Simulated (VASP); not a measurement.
# Cu (I4/mmm) in VASP: a series of runs, part 2 of 2

VASP 6.6.1.

### 5 Single point, LDA

This run uses another cell than the first one, of 11.05 Å³/atom, 1.025 times its volume.

INCAR

```
SYSTEM = Cu
ALGO = Fast ; EDIFF = 1E-6
ENCUT = 520 ; GGA = CA
ISIF = 2 ; ISMEAR = 0
LASPH = .True. ; LCHARG = .True.
LELF = .True. ; LREAL = .False.
LVHAR = .True. ; LWAVE = .False.
NBANDS = 12 ; NELM = 60
PREC = Accurate ; SIGMA = 0.15
```

KPOINTS

```
k-points
0
Gamma
  22 22 22
  0 0 0
```

POSCAR

```
Cu
1.0
   -1.4631000000      1.4631000000      1.2908000000
    1.4631000000     -1.4631000000      1.2908000000
    1.4631000000      1.4631000000     -1.2908000000
Cu
1
Direct
    0.0000000000      0.0000000000      0.0000000000
```

Started as:

```
> cat potpaw_LDA.64/Cu/POTCAR > POTCAR
> mpirun -np 1 vasp_std > vasp.out
```

Wall time 47 s (1 thread of Intel Xeon 6975P-C (Granite Rapids), shared host); peak memory 0.2 GiB.

Results (log left out):

```
Free energy : -4.6664 eV
Pressure    : -0.4 GPa
```

Stress tensor (GPa, compression positive):
```
-1.03  0.00  0.00
 0.00 -1.03  0.00
 0.00  0.00  0.84
```

Levels at points of the mesh, in eV from the Fermi level:
| k point | band 2 | band 3 | band 4 | band 5 | band 6 | band 7 | band 8 | band 9 | band 10 | band 11 |
| --- | --- | --- | --- | --- | --- | --- | --- | --- | --- | --- |
| (0.00, 0.00, 0.00) | -3.73 | -3.15 | -3.15 | -2.66 | -2.03 | 24.02 | 24.02 | 28.06 | 28.15 | 28.71 |
| (0.50, 0.00, 0.00) | -4.37 | -2.34 | -1.84 | -1.47 | -0.36 | 5.24 | 17.06 | 17.11 | 21.31 | 24.52 |
| (0.50, 0.50, 0.00) | -3.69 | -2.75 | -2.28 | -1.51 | -1.38 | 3.77 | 20.49 | 21.08 | 24.53 | 27.43 |
| (0.50, 0.50, 0.50) | -5.04 | -1.68 | -1.68 | -1.55 | 6.85 | 6.85 | 11.98 | 12.97 | 13.74 | 18.94 |

### 6 Single point, LDA

This run uses another cell than the first one, of 11.06 Å³/atom, 1.026 times its volume.

INCAR

```
PREC     = Accurate       # precision mode
ENCUT    = 520            # plane-wave cutoff, eV
EDIFF    = 1E-6           # SCF threshold, eV
ISMEAR   = 0              # smearing method
SIGMA    = 0.15           # smearing width, eV
LREAL    = False          # projectors in reciprocal space
LASPH    = True           # aspherical terms in the spheres
NELM     = 80             # most SCF steps
ALGO     = Fast           # electronic algorithm
ISIF     = 2              # what is computed and relaxed
LWAVE    = False          # write WAVECAR
LCHARG   = False          # write CHGCAR
GGA      = CA             # functional
NBANDS   = 12             # bands
```

KPOINTS

```
regular mesh
0
Gamma
  22 22 22
```

POSCAR

```
Cu
1.0
   -1.4452500000      1.4452500000      1.3243000000
    1.4452500000     -1.4452500000      1.3243000000
    1.4452500000      1.4452500000     -1.3243000000
Cu
1
Direct
    0.0000000000      0.0000000000      0.0000000000
```

Potentials or basis: VASP PAW LDA potentials, release 64 (Cu).

Started as:

```
> cat potpaw_LDA.64/Cu/POTCAR > POTCAR
> mpirun -np 1 vasp_std > vasp.out
```

OUTCAR:

```text
PREC = Accurate
   ENCUT = 520
   EDIFF = 1E-6
   ISMEAR = 0
   LREAL = False
   LASPH = True
   NELM = 80
   ISIF = 2
   GGA = CA

 ion  position               nearest neighbor table
   1  0.000  0.000  0.000-

  LATTYP: Found a body centered tetragonal cell.
 ALAT       =     2.8905000000
 C/A-ratio  =     0.9163120567

  Lattice vectors:

 A1 = (  -1.4452500000,   1.4452500000,   1.3243000000)
 A2 = (   1.4452500000,  -1.4452500000,   1.3243000000)
 A3 = (   1.4452500000,   1.4452500000,  -1.3243000000)

Analysis of symmetry for initial positions (statically):
=====================================================================
 Subroutine PRICEL returns:
 Original cell was already a primitive cell.

 Routine SETGRP: Setting up the symmetry group for a
 body centered tetragonal supercell.

 Subroutine GETGRP returns: Found 16 space group operations
 (whereof 16 operations were pure point group operations)
 out of a pool of 16 trial point group operations.

The static configuration has the point symmetry D_4h.

Analysis of symmetry for dynamics (positions and initial velocities):
=====================================================================
 Subroutine PRICEL returns:
 Original cell was already a primitive cell.

 Routine SETGRP: Setting up the symmetry group for a
 body centered tetragonal supercell.

 Subroutine GETGRP returns: Found 16 space group operations
 (whereof 16 operations were pure point group operations)
 out of a pool of 16 trial point group operations.

The dynamic configuration has the point symmetry D_4h.

 Subroutine INISYM returns: Found 16 space group operations
 (whereof 16 operations are pure point group operations),
 and found     1 'primitive' translations

----------------------------------------------------------------------------------------

                                     Primitive cell

  volume of cell :      11.0645

  direct lattice vectors                    reciprocal lattice vectors
    -1.445250000  1.445250000  1.324300000     0.000000000  0.345960906  0.377557955
     1.445250000 -1.445250000  1.324300000     0.345960906  0.000000000  0.377557955
     1.445250000  1.445250000 -1.324300000     0.345960906  0.345960906  0.000000000

  length of vectors
     2.435418981  2.435418981  2.435418981     0.512092724  0.512092724  0.489262606

  position of ions in fractional coordinates (direct lattice)
     0.000000000  0.000000000  0.000000000

  ion indices of the primitive-cell ions
   primitive index   ion index
                 1           1

----------------------------------------------------------------------------------------

 KPOINTS: regular mesh

Automatic generation of k-mesh.
 Grid dimensions read from file:
 generate k-points for:   22   22   22

 Generating k-lattice:

  Cartesian coordinates                     Fractional coordinates (reciprocal lattice)
     0.000000000  0.015725496  0.017161725     0.045454545  0.000000000  0.000000000
     0.015725496  0.000000000  0.017161725     0.000000000  0.045454545  0.000000000
     0.015725496  0.015725496  0.000000000     0.000000000  0.000000000  0.045454545

  Length of vectors
     0.023276942  0.023276942  0.022239209

  Shift w.r.t. Gamma in fractional coordinates (k-lattice)
     0.000000000  0.000000000  0.000000000

 Subroutine IBZKPT returns following result:
 ===========================================

 Found    834 irreducible k-points:

 Following reciprocal coordinates:
            Coordinates               Weight
  0.000000  0.000000  0.000000      1.000000
  0.045455  0.000000  0.000000      8.000000
  0.090909  0.000000  0.000000      8.000000
  0.136364  0.000000 -0.000000      8.000000
  0.181818  0.000000 -0.000000      8.000000
  0.227273  0.000000  0.000000      8.000000
[... 16 lines left out ...]
  0.500000  0.045455  0.000000     16.000000
 -0.454545  0.045455  0.000000     16.000000
 [... further k-points ...]
   k-points           NKPTS =    834   k-points in BZ     NKDIM =    834   number of bands    NBANDS=     12
   number of dos      NEDOS =    301   number of ions     NIONS =      1
   total plane-waves  NPLWV =   5832
   dimension x,y,z NGX =    18 NGY =   18 NGZ =   18
   dimension x,y,z NGXF=    36 NGYF=   36 NGZF=   36
   ions per type =               1
   NGX,Y,Z   is equivalent  to a cutoff of  12.29, 12.29, 12.29 a.u.
   NGXF,Y,Z  is equivalent  to a cutoff of  24.57, 24.57, 24.57 a.u.
 SYSTEM =  unknown system
   PREC   = accura    normal or accurate (medium, high low for compatibility)
   ISTART =      0    job   : 0-new  1-cont  2-samecut
   ICHARG =      2    charge: 1-file 2-atom 10-const
   ISPIN  =      1    spin polarized calculation?
   LNONCOLLINEAR =      F non collinear calculations
   LSORBIT =      F    spin-orbit coupling
   LASPH  =      T    aspherical Exc in radial PAW
   ENCUT  =  520.0 eV  38.22 Ry    6.18 a.u.   4.53  4.53  4.53*2*pi/ulx,y,z
   NELM   =     80;   NELMIN=  2; NELMDL= -5     # of ELM steps
   EDIFF  = 0.1E-05   stopping-criterion for ELM
   LREAL  =      F    real-space projection
   EDIFFG = 0.1E-04   stopping-criterion for IOM
   NSW    =      0    number of steps for IOM
   IBRION =     -1    ionic relax: 0-MD 1-quasi-New 2-CG
   NFREE  =      0    steps in history (QN), initial steepest desc. (CG)
   ISIF   =      2    stress and relaxation
   ISYM   =      2    0-nonsym 1-usesym 2-fastsym
   POTIM  = 0.5000    time-step for ionic-motion
   TEBEG  =    0.0;   TEEND  =   0.0 temperature during run
   PSTRESS=    0.0 pullay stress
   NELECT =      11.0000    total number of electrons
   NUPDOWN=      -1.0000    fix difference up-down
   EMIN   =  10.00;   EMAX   =-10.00  energy-range for DOS
   EFERMI =   0.00;   METHOD = LEGACY
   ISMEAR =     0;   SIGMA  =   0.15  broadening in eV -4-tet -1-fermi 0-gaus
   EFERMI_NEDOS =   21; number of points for ismear=-14 and -15
   IALGO  =     68    algorithm
   IMIX   =      4    mixing-type and parameters
     AMIX     =   0.40;   BMIX     =  1.00
     AMIX_MAG =   1.60;   BMIX_MAG =  1.00
  volume/ion in A,a.u.               =      11.06        74.67
  Fermi-wavevector in a.u.,A,eV,Ry     =   1.633911  3.087643 36.322981  2.669664
  Thomas-Fermi vector in A             =   2.725637
   LORBIT       =      0    0 simple, 1 ext, 2 COOP (PROOUT), +10 PAW based schemes
   GGA     = CA    functional components
   LHFCALC =     F    Hartree Fock is set to
   AEXX    =    0.0000 exact exchange contribution
   IVDW    =     0    specifies the selected vdW correction
   LEPSILON=     F    determine dielectric tensor
   LRPA    =     F    only Hartree local field effects (RPA)
 non-spin polarized calculation
 RMM-DIIS sequential band-by-band and
 Gauss-broadening in eV      SIGMA  =   0.15
  energy-cutoff  :      520.00
  volume of cell :       11.06
 maximum number of plane-waves:       313
   NGX =  9   NGY =  9   NGZ =  9

 number of electron      11.0000007 magnetization

 Free energy of the ion-electron system (eV)
  ---------------------------------------------------
  ext. energy  EPLUGINS =         0.00000000
  ---------------------------------------------------
  free energy    TOTEN  =        -4.66842612 eV

  energy without entropy =       -4.66409255  energy(sigma->0) =       -4.66625933

 E-fermi :   8.2005     XC(G=0): -13.4888

 val. band max:        8.1965906020   @ k =   0.3182   0.0909   0.0909
 cond. band min:       8.2022464312   @ k =   0.5000   0.1818   0.1364
 fundamental gap:      0.0056558293
 Fermi energy:         8.2004866510

 k-point     1 :       0.0000    0.0000    0.0000
  band No.  band energies     occupation
      1      -1.6650      2.00000
      2       4.5772      2.00000
      3       4.9737      2.00000
      4       4.9737      2.00000
      5       5.7001      2.00000
      6       6.1241      2.00000
      7      32.8735      0.00000
      8      32.8735      0.00000
      9      35.4709      0.00000
     10      37.1574      0.00000
     11      37.3138      0.00000
     12      37.7683      0.00000
[... 331 lines left out ...]
 k-point    24 :      -0.4545    0.0455    0.0000
  band No.  band energies     occupation
      1       2.7278      2.00000
      2       3.9396      2.00000
      3       5.9022      2.00000
      4       6.0497      2.00000
      5       6.4210      2.00000
      6       7.2347      2.00000
      7      14.6480      0.00000
      8      24.8303      0.00000
      9      25.8956      0.00000
     10      30.4078      0.00000
     11      33.5812      0.00000
     12      42.8276      0.00000

 [... further k-points ...]
[... 5 lines left out ...]
  --------------------------------------------------------------------------------------
  -------------------------------------------------------------------------------------
  Total       -0.0750635     -0.0750635     -0.0257479      0.0000000      0.0000000      0.0000000
  in kB      -10.8694408    -10.8694408     -3.7283788      0.0000000      0.0000000      0.0000000
  external PRESSURE =      -8.4890868 kB  Pullay stress =       0.0000000 kB

 VOLUME and BASIS-vectors are now :
 -----------------------------------------------------------------------------
  energy-cutoff  :      520.00
  volume of cell :       11.06
      direct lattice vectors                 reciprocal lattice vectors
    -1.445250000  1.445250000  1.324300000     0.000000000  0.345960906  0.377557955
     1.445250000 -1.445250000  1.324300000     0.345960906  0.000000000  0.377557955
     1.445250000  1.445250000 -1.324300000     0.345960906  0.345960906  0.000000000

 POSITION                                       TOTAL-FORCE (eV/Angst)
 -----------------------------------------------------------------------------------
      0.00000      0.00000      0.00000         0.000000      0.000000      0.000000
 -----------------------------------------------------------------------------------
    total drift:                                0.000000      0.000000      0.000000

  FREE ENERGIE OF THE ION-ELECTRON SYSTEM (eV)
  ---------------------------------------------------
  free  energy   TOTEN  =        -4.6684261162 eV

  energy  without entropy=       -4.6640925495  energy(sigma->0) =       -4.66625933
```

Wall time 44 s (1 thread of Intel Xeon 6975P-C (Granite Rapids), shared host); peak memory 0.2 GiB.

Results:

* Free energy: -4.6684 eV
* Pressure: -0.8 GPa

Levels at points of the mesh, in eV from the Fermi level:
```csv
k point,band 2,band 3,band 4,band 5,band 6,band 7,band 8,band 9,band 10,band 11
"(0.00, 0.00, 0.00)",-3.62,-3.23,-3.23,-2.50,-2.08,24.67,24.67,27.27,28.96,29.11
"(0.50, 0.00, 0.00)",-4.31,-2.30,-1.93,-1.45,-0.49,5.05,17.32,17.41,21.54,24.76
"(0.50, 0.50, 0.00)",-3.84,-2.59,-2.23,-1.49,-1.19,4.04,19.70,20.13,23.75,26.79
"(0.50, 0.50, 0.50)",-5.03,-1.66,-1.66,-1.57,7.31,7.31,10.84,13.33,14.13,18.03
```

### 7 Overview

| cell | gap on the mesh (eV) | pressure (GPa) |
| --- | --- | --- |
| a = 2.417 Å, angles 106.6, 106.6, 115.5°, 1 atom | none | 4.3 |
| a = 2.430 Å, angles 106.0, 106.0, 116.8°, 1 atom | none | 1.8 |
| a = 2.426 Å, angles 106.9, 106.9, 114.8°, 1 atom | none | 1.2 |
| a = 2.439 Å, angles 106.3, 106.3, 116.1°, 1 atom | none | -0.4 |
| a = 2.435 Å, angles 107.2, 107.2, 114.1°, 1 atom | none | -0.8 |

Alike in all rows: task single point; level LDA; potentials or basis VASP PAW LDA potentials, release 64 (Cu); no spin polarisation; k mesh 22 × 22 × 22; cutoff (eV) 520; smearing gaussian 0.15 eV.

Absolute energies hang on the potentials; compare differences alone.
